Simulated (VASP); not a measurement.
# PbS (Galena) (Fm-3m) in VASP: a series of runs

PbS (Galena) is run at these levels: PBE; tasks: single point.

All numbers are computed with VASP 6.6.1; they aren't measurements. Logs are shortened: lines on timing, memory, paths and dates and some standing lists are left out, and cuts for length are marked.

**1. The cell of the first run**

The structure is cubic, space group Fm-3m (No. 225). Conventional cell: a = 5.971 Å, b = 5.971 Å, c = 5.971 Å, α = 90.00°, β = 90.00°, γ = 90.00°. Pb (site symmetry m-3m) has 6 S at 2.99 Å within 3.9 Å. Within 3.9 Å of S (site symmetry m-3m) lie 6 Pb at 2.99 Å.

**2. Single point, PBE**

The input, INCAR:

```
SYSTEM = PbS
PREC = Accurate ; ENCUT = 500
EDIFF = 1E-6 ; ISMEAR = 1
SIGMA = 0.02 ; LREAL = .FALSE.
LASPH = .TRUE. ; NELM = 120
ALGO = Normal ; ISIF = 2
LWAVE = .FALSE. ; LCHARG = .FALSE.
GGA = PE ; NBANDS = 17
GGA_COMPAT = .FALSE.
```

The input, KPOINTS:

```
regular mesh
0
G
  6 6 6
  0 0 0
```

The input, POSCAR:

```
PbS
1.0
    0.0000000000      2.9853913009      2.9853913009
    2.9853913009      0.0000000000      2.9853913009
    2.9853913009      2.9853913009      0.0000000000
Pb S
1 1
Direct
    0.0000000000      0.0000000000      0.0000000000
    0.5000000000      0.5000000000      0.5000000000
```

Potentials or basis: VASP PAW PBE potentials, release 64 (Pb_d, S).

On the command line:

```console
$ cat potpaw_PBE.64/Pb_d/POTCAR potpaw_PBE.64/S/POTCAR > POTCAR
$ mpirun -np 1 vasp_std > vasp.out
```

OUTCAR:

```text
SYSTEM = PbS
   PREC = Accurate
   ENCUT = 500
   EDIFF = 1E-6
   ISMEAR = 1
   LREAL = .FALSE.
   LASPH = .TRUE.
   NELM = 120
   ISIF = 2
   GGA = PE

 ion  position               nearest neighbor table
   1  0.000  0.000  0.000-   2 2.99   2 2.99   2 2.99   2 2.99   2 2.99   2 2.99
   2  0.500  0.500  0.500-   1 2.99   1 2.99   1 2.99   1 2.99   1 2.99   1 2.99

  LATTYP: Found a face centered cubic cell.
 ALAT       =     5.9707826018

  Lattice vectors:

 A1 = (   0.0000000000,   2.9853913009,   2.9853913009)
 A2 = (   2.9853913009,   0.0000000000,   2.9853913009)
 A3 = (   2.9853913009,   2.9853913009,   0.0000000000)

Analysis of symmetry for initial positions (statically):
=====================================================================
 Subroutine PRICEL returns:
 Original cell was already a primitive cell.

 Routine SETGRP: Setting up the symmetry group for a
 face centered cubic supercell.

 Subroutine GETGRP returns: Found 48 space group operations
 (whereof 48 operations were pure point group operations)
 out of a pool of 48 trial point group operations.

The static configuration has the point symmetry O_h .

Analysis of symmetry for dynamics (positions and initial velocities):
=====================================================================
 Subroutine PRICEL returns:
 Original cell was already a primitive cell.

 Routine SETGRP: Setting up the symmetry group for a
 face centered cubic supercell.

 Subroutine GETGRP returns: Found 48 space group operations
 (whereof 48 operations were pure point group operations)
 out of a pool of 48 trial point group operations.

The dynamic configuration has the point symmetry O_h .

 Subroutine INISYM returns: Found 48 space group operations
 (whereof 48 operations are pure point group operations),
 and found     1 'primitive' translations

----------------------------------------------------------------------------------------

                                     Primitive cell

  volume of cell :      53.2150

  direct lattice vectors                    reciprocal lattice vectors
     0.000000000  2.985391301  2.985391301    -0.167482233  0.167482233  0.167482233
     2.985391301  0.000000000  2.985391301     0.167482233 -0.167482233  0.167482233
     2.985391301  2.985391301  0.000000000     0.167482233  0.167482233 -0.167482233

  length of vectors
     4.221980867  4.221980867  4.221980867     0.290087736  0.290087736  0.290087736

  position of ions in fractional coordinates (direct lattice)
     0.000000000  0.000000000  0.000000000
     0.500000000  0.500000000  0.500000000

  ion indices of the primitive-cell ions
   primitive index   ion index
                 1           1
                 2           2

----------------------------------------------------------------------------------------

 KPOINTS: regular mesh

Automatic generation of k-mesh.
 Grid dimensions read from file:
 generate k-points for:    6    6    6

 Generating k-lattice:

  Cartesian coordinates                     Fractional coordinates (reciprocal lattice)
    -0.027913705  0.027913705  0.027913705     0.166666667  0.000000000  0.000000000
     0.027913705 -0.027913705  0.027913705     0.000000000  0.166666667  0.000000000
     0.027913705  0.027913705 -0.027913705     0.000000000  0.000000000  0.166666667

  Length of vectors
     0.048347956  0.048347956  0.048347956

  Shift w.r.t. Gamma in fractional coordinates (k-lattice)
     0.000000000  0.000000000  0.000000000

 Subroutine IBZKPT returns following result:
 ===========================================

 Found     16 irreducible k-points:

 Following reciprocal coordinates:
            Coordinates               Weight
  0.000000  0.000000  0.000000      1.000000
  0.166667  0.000000  0.000000      8.000000
  0.333333  0.000000  0.000000      8.000000
  0.500000  0.000000  0.000000      4.000000
  0.166667  0.166667  0.000000      6.000000
  0.333333  0.166667  0.000000     24.000000
[... 8 lines left out ...]
 -0.333333  0.333333  0.166667     24.000000
 -0.333333  0.500000  0.166667     12.000000
   k-points           NKPTS =     16   k-points in BZ     NKDIM =     16   number of bands    NBANDS=     17
   number of dos      NEDOS =    301   number of ions     NIONS =      2
   total plane-waves  NPLWV =  32768
   dimension x,y,z NGX =    32 NGY =   32 NGZ =   32
   dimension x,y,z NGXF=    64 NGYF=   64 NGZF=   64
   ions per type =               1   1
   NGX,Y,Z   is equivalent  to a cutoff of  12.60, 12.60, 12.60 a.u.
   NGXF,Y,Z  is equivalent  to a cutoff of  25.20, 25.20, 25.20 a.u.
 SYSTEM =  PbS
   PREC   = accura    normal or accurate (medium, high low for compatibility)
   ISTART =      0    job   : 0-new  1-cont  2-samecut
   ICHARG =      2    charge: 1-file 2-atom 10-const
   ISPIN  =      1    spin polarized calculation?
   LNONCOLLINEAR =      F non collinear calculations
   LSORBIT =      F    spin-orbit coupling
   LASPH  =      T    aspherical Exc in radial PAW
   ENCUT  =  500.0 eV  36.75 Ry    6.06 a.u.   7.70  7.70  7.70*2*pi/ulx,y,z
   NELM   =    120;   NELMIN=  2; NELMDL= -5     # of ELM steps
   EDIFF  = 0.1E-05   stopping-criterion for ELM
   LREAL  =      F    real-space projection
   EDIFFG = 0.1E-04   stopping-criterion for IOM
   NSW    =      0    number of steps for IOM
   IBRION =     -1    ionic relax: 0-MD 1-quasi-New 2-CG
   NFREE  =      0    steps in history (QN), initial steepest desc. (CG)
   ISIF   =      2    stress and relaxation
   ISYM   =      2    0-nonsym 1-usesym 2-fastsym
   POTIM  = 0.5000    time-step for ionic-motion
   TEBEG  =    0.0;   TEEND  =   0.0 temperature during run
   PSTRESS=    0.0 pullay stress
   NELECT =      20.0000    total number of electrons
   NUPDOWN=      -1.0000    fix difference up-down
   EMIN   =  10.00;   EMAX   =-10.00  energy-range for DOS
   EFERMI =   0.00;   METHOD = LEGACY
   ISMEAR =     1;   SIGMA  =   0.02  broadening in eV -4-tet -1-fermi 0-gaus
   EFERMI_NEDOS =   21; number of points for ismear=-14 and -15
   IALGO  =     38    algorithm
   IMIX   =      4    mixing-type and parameters
     AMIX     =   0.40;   BMIX     =  1.00
     AMIX_MAG =   1.60;   BMIX_MAG =  1.00
  volume/ion in A,a.u.               =      26.61       179.56
  Fermi-wavevector in a.u.,A,eV,Ry     =   1.181427  2.232573 18.990601  1.395770
  Thomas-Fermi vector in A             =   2.317701
   LORBIT       =      0    0 simple, 1 ext, 2 COOP (PROOUT), +10 PAW based schemes
   GGA     = PE    functional components
   LHFCALC =     F    Hartree Fock is set to
   AEXX    =    0.0000 exact exchange contribution
   IVDW    =     0    specifies the selected vdW correction
   LEPSILON=     F    determine dielectric tensor
   LRPA    =     F    only Hartree local field effects (RPA)
 non-spin polarized calculation
 Methfessel and Paxton  Order N= 1 SIGMA  =   0.02
  energy-cutoff  :      500.00
  volume of cell :       53.21
 maximum number of plane-waves:      1363
   NGX = 15   NGY = 15   NGZ = 15

 number of electron      20.0000001 magnetization

 Free energy of the ion-electron system (eV)
  ---------------------------------------------------
  ext. energy  EPLUGINS =         0.00000000
  ---------------------------------------------------
  free energy    TOTEN  =        -8.76795101 eV

  energy without entropy =       -8.76797248  energy(sigma->0) =       -8.76795817

 E-fermi :   5.5584     XC(G=0):  -9.5903

 val. band max:        5.5415319079   @ k =   0.5000   0.0000   0.0000
 cond. band min:       5.9775226849   @ k =   0.5000   0.0000   0.0000
 fundamental gap:      0.4359907771
 Fermi energy:         5.5583695523

 k-point     1 :       0.0000    0.0000    0.0000
  band No.  band energies     occupation
      1     -11.2284      2.00000
      2     -11.2284      2.00000
      3     -11.2284      2.00000
      4     -11.2116      2.00000
      5     -11.2116      2.00000
      6      -7.8584      2.00000
[... 9 lines left out ...]
     16      12.3441      0.00000
     17      14.2774      0.00000

 k-point     2 :       0.1667    0.0000    0.0000
  band No.  band energies     occupation
      1     -11.2272      2.00000
      2     -11.2256      2.00000
      3     -11.2256      2.00000
      4     -11.2108      2.00000
      5     -11.2108      2.00000
      6      -7.6324      2.00000
[... 9 lines left out ...]
     16      12.9389      0.00000
     17      16.0536      0.00000

 k-point     3 :       0.3333    0.0000    0.0000
  band No.  band energies     occupation
      1     -11.2364      2.00000
      2     -11.2364      2.00000
      3     -11.2255      2.00000
      4     -11.1928      2.00000
      5     -11.1928      2.00000
      6      -7.0625      2.00000
[... 9 lines left out ...]
     16      14.3321      0.00000
     17      17.7148      0.00000

 k-point     4 :       0.5000    0.0000    0.0000
  band No.  band energies     occupation
      1     -11.2429      2.00000
      2     -11.2429      2.00000
      3     -11.2250      2.00000
      4     -11.1825      2.00000
      5     -11.1825      2.00000
      6      -6.6663      2.00000
[... 9 lines left out ...]
     16      15.7180      0.00000
     17      16.0703      0.00000

 k-point     5 :       0.1667    0.1667    0.0000
  band No.  band energies     occupation
      1     -11.2342      2.00000
      2     -11.2329      2.00000
      3     -11.2148      2.00000
      4     -11.2148      2.00000
      5     -11.2056      2.00000
      6      -7.5519      2.00000
[... 9 lines left out ...]
     16      14.0964      0.00000
     17      15.0097      0.00000

 k-point     6 :       0.3333    0.1667    0.0000
  band No.  band energies     occupation
      1     -11.2565      2.00000
      2     -11.2325      2.00000
      3     -11.2173      2.00000
      4     -11.2024      2.00000
      5     -11.1895      2.00000
      6      -7.0834      2.00000
[... 9 lines left out ...]
     16      15.2130      0.00000
     17      16.9455      0.00000

 k-point     7 :       0.5000    0.1667    0.0000
  band No.  band energies     occupation
      1     -11.2652      2.00000
      2     -11.2283      2.00000
      3     -11.2215      2.00000
      4     -11.1958      2.00000
      5     -11.1809      2.00000
      6      -6.5786      2.00000
[... 9 lines left out ...]
     16      15.9892      0.00000
     17      16.4014      0.00000

 k-point     8 :      -0.3333    0.1667    0.0000
  band No.  band energies     occupation
      1     -11.2525      2.00000
      2     -11.2319      2.00000
      3     -11.2185      2.00000
      4     -11.1938      2.00000
      5     -11.1934      2.00000
      6      -6.7159      2.00000
[... 9 lines left out ...]
     16      15.5824      0.00000
     17      16.7290      0.00000

 k-point     9 :      -0.1667    0.1667    0.0000
  band No.  band energies     occupation
      1     -11.2319      2.00000
      2     -11.2256      2.00000
      3     -11.2252      2.00000
      4     -11.2133      2.00000
      5     -11.1981      2.00000
      6      -7.2817      2.00000
[... 9 lines left out ...]
     16      14.7106      0.00000
     17      15.4208      0.00000

 k-point    10 :       0.3333    0.3333    0.0000
  band No.  band energies     occupation
      1     -11.3038      2.00000
      2     -11.2459      2.00000
      3     -11.1936      2.00000
      4     -11.1866      2.00000
      5     -11.1866      2.00000
      6      -6.7704      2.00000
[... 9 lines left out ...]
     16      16.4250      0.00000
     17      16.9557      0.00000

 k-point    11 :       0.5000    0.3333    0.0000
  band No.  band energies     occupation
      1     -11.3210      2.00000
      2     -11.2407      2.00000
      3     -11.1996      2.00000
      4     -11.1828      2.00000
      5     -11.1766      2.00000
      6      -6.3809      2.00000
[... 9 lines left out ...]
     16      16.9198      0.00000
     17      17.3283      0.00000

 k-point    12 :      -0.3333    0.3333    0.0000
  band No.  band energies     occupation
      1     -11.2936      2.00000
      2     -11.2185      2.00000
      3     -11.2139      2.00000
      4     -11.1974      2.00000
      5     -11.1850      2.00000
      6      -6.3447      2.00000
[... 9 lines left out ...]
     16      15.7005      0.00000
     17      17.4160      0.00000

 k-point    13 :       0.5000    0.5000    0.0000
  band No.  band energies     occupation
      1     -11.3507      2.00000
      2     -11.2518      2.00000
      3     -11.1877      2.00000
      4     -11.1720      2.00000
      5     -11.1720      2.00000
      6      -6.2683      2.00000
[... 9 lines left out ...]
     16      17.8389      0.00000
     17      17.8443      0.00000

 k-point    14 :       0.5000    0.3333    0.1667
  band No.  band energies     occupation
      1     -11.2824      2.00000
      2     -11.2291      2.00000
      3     -11.2166      2.00000
      4     -11.1899      2.00000
      5     -11.1872      2.00000
      6      -6.6230      2.00000
[... 9 lines left out ...]
     16      16.1777      0.00000
     17      16.4786      0.00000

 k-point    15 :      -0.3333    0.3333    0.1667
  band No.  band energies     occupation
      1     -11.2921      2.00000
      2     -11.2219      2.00000
      3     -11.2083      2.00000
      4     -11.2076      2.00000
      5     -11.1786      2.00000
      6      -6.3443      2.00000
[... 9 lines left out ...]
     16      16.9651      0.00000
     17      17.3093      0.00000

 k-point    16 :      -0.3333    0.5000    0.1667
  band No.  band energies     occupation
      1     -11.3221      2.00000
      2     -11.2326      2.00000
      3     -11.2028      2.00000
      4     -11.1928      2.00000
      5     -11.1720      2.00000
      6      -6.2387      2.00000
[... 9 lines left out ...]
     16      17.3481      0.00000
     17      17.8328      0.00000

------------------------ aborting loop because EDIFF is reached ----------------------------------------

  FORCE on cell =-STRESS in cart. coord.  units (eV):
  Direction    XX          YY          ZZ          XY          YZ          ZX
  --------------------------------------------------------------------------------------
  -------------------------------------------------------------------------------------
  Total        0.3131168      0.3131168      0.3131168      0.0000000     -0.0000000     -0.0000000
  in kB        9.4272091      9.4272091      9.4272091      0.0000000     -0.0000000     -0.0000000
  external PRESSURE =       9.4272091 kB  Pullay stress =       0.0000000 kB

 VOLUME and BASIS-vectors are now :
 -----------------------------------------------------------------------------
  energy-cutoff  :      500.00
  volume of cell :       53.21
      direct lattice vectors                 reciprocal lattice vectors
     0.000000000  2.985391301  2.985391301    -0.167482233  0.167482233  0.167482233
     2.985391301  0.000000000  2.985391301     0.167482233 -0.167482233  0.167482233
     2.985391301  2.985391301  0.000000000     0.167482233  0.167482233 -0.167482233

 POSITION                                       TOTAL-FORCE (eV/Angst)
 -----------------------------------------------------------------------------------
      0.00000      0.00000      0.00000        -0.000000      0.000000      0.000000
      2.98539      2.98539      2.98539         0.000000     -0.000000      0.000000
 -----------------------------------------------------------------------------------
    total drift:                                0.000000     -0.000000     -0.000000

  FREE ENERGIE OF THE ION-ELECTRON SYSTEM (eV)
  ---------------------------------------------------
  free  energy   TOTEN  =        -8.7679510073 eV

  energy  without entropy=       -8.7679724810  energy(sigma->0) =       -8.76795817
```

Run time: 12 s. Hardware: 1 thread of Intel Xeon Platinum 8259CL at 2.50GHz (Skylake/Cascade Lake), shared host; peak memory 0.17 GiB.

What came out:

* Free energy: -8.7680 eV
* Pressure: 0.9 GPa
* Band gap on the k mesh: 0.44 eV, direct

Caveat: spin-orbit coupling is left out, which moves the levels of the heavy elements.

(Continued in part 2 of 2.)
